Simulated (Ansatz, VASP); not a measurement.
**Two plane-wave programs on Mo**

The input POSCAR:

```
Mo
1.0
   -1.5456568586      1.5456568586      1.6229397016
    1.5456568586     -1.5456568586      1.6229397016
    1.5456568586      1.5456568586     -1.6229397016
Mo
1
Direct
    0.0000000000      0.0000000000      0.0000000000
```

File INCAR.step1:

```
PREC = Accurate
ENCUT = 520
ISMEAR = 0
SIGMA = 0.15
LREAL = F
LASPH = T
NELM = 80
NBANDS = 13
GGA = PE
ALGO = Normal
EDIFF = 1E-4
LWAVE = T
LCHARG = F
```

The input INCAR.step2:

```
PREC = Accurate
ENCUT = 520
EDIFF = 1E-6
ISMEAR = 0
SIGMA = 0.15
LREAL = F
LASPH = T
NELM = 80
ALGO = Normal
ISIF = 2
LWAVE = F
LCHARG = F
METAGGA = R2SCAN
LMIXTAU = T
NBANDS = 13
ISTART = 1
```

Contents of KPOINTS:

```
regular mesh
0
Gamma
  24 24 24
```

Input for Ansatz:

```yaml
crystal:
  lattice:
    - [-1.5456568586, 1.5456568586, 1.6229397016]
    - [1.5456568586, -1.5456568586, 1.6229397016]
    - [1.5456568586, 1.5456568586, -1.6229397016]
  atoms:
    - { symbol: Mo, position: [0.0, 0.0, 0.0] }
basis:
  ecutwfc: 500
kpoints:
  mp_grid: { grid: [24, 24, 24] }
hamiltonian:
  xc: r2scan
scf:
  occupations: { method: gaussian, width: 0.15 }
output:
  forces: true
  stress: true
  eigenvalues: true
  write_density: true
  write_potential: true
  elf: true
  volumetric_format: npy
```

Alike in both runs: task single point; functional r2SCAN; k mesh 24 × 24 × 24; occupations gaussian, width 0.15 eV; no spin polarisation.

|  | VASP | Ansatz |
| --- | --- | --- |
| version | VASP 6.6.1 | Ansatz 0.2.0 |
| potentials or method | VASP PAW PBE potentials, release 64 (Mo_sv), cutoff 520 eV | scalar-relativistic, plane waves, PAW |
| valence electrons in the cell | 14 | 14 |

```tsv
	VASP	Ansatz	Ansatz less VASP
gap on the k mesh at the Fermi level (eV)	none	none	-
pressure (GPa)	3.8	2.7	-1.18
traceless stress, the component that is largest in VASP (GPa)	-10.41	-10.42	-0.008
```

VASP's potentials were made for PBE, not for r2SCAN. A gap of «none» marks a metal or a gap that the smearing closes.
